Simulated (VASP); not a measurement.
A run of VASP 6.6.1:

The input INCAR:

```
SYSTEM = Ga
  ALGO = Normal
  EDIFF = 1E-6
  ENCUT = 500
  GGA = PS
  GGA_COMPAT = .False.
  ISIF = 2
  ISMEAR = 0
  LASPH = .True.
  LCHARG = .False.
  LREAL = .False.
  LWAVE = .False.
  NBANDS = 12
  NELM = 120
  PREC = Accurate
  SIGMA = 0.1
```

KPOINTS

```
k-points
0
Gamma
  8 8 8
  0 0 0
```

The input POSCAR:

```
Ga
1.0
   -1.7406372864      1.7406372864      1.7406372864
    1.7406372864     -1.7406372864      1.7406372864
    1.7406372864      1.7406372864     -1.7406372864
Ga
1
Direct
    0.0000000000      0.0000000000      0.0000000000
```

Potentials or basis: VASP PAW PBE potentials, release 64 (Ga_d).

Run with:

```sh
$ cat potpaw_PBE.64/Ga_d/POTCAR > POTCAR
$ mpirun -np 1 vasp_std > vasp.out
```

Hardware: 1 thread of Intel Xeon 8259CL, on a shared host.

Question: Estimate the wall time of this run.

Answer: Wall time 9.8 s on 1 thread of Intel Xeon 8259CL, with other jobs on the host, peak memory 0.14 GiB. Counts: scf iterations 11, k points 29.
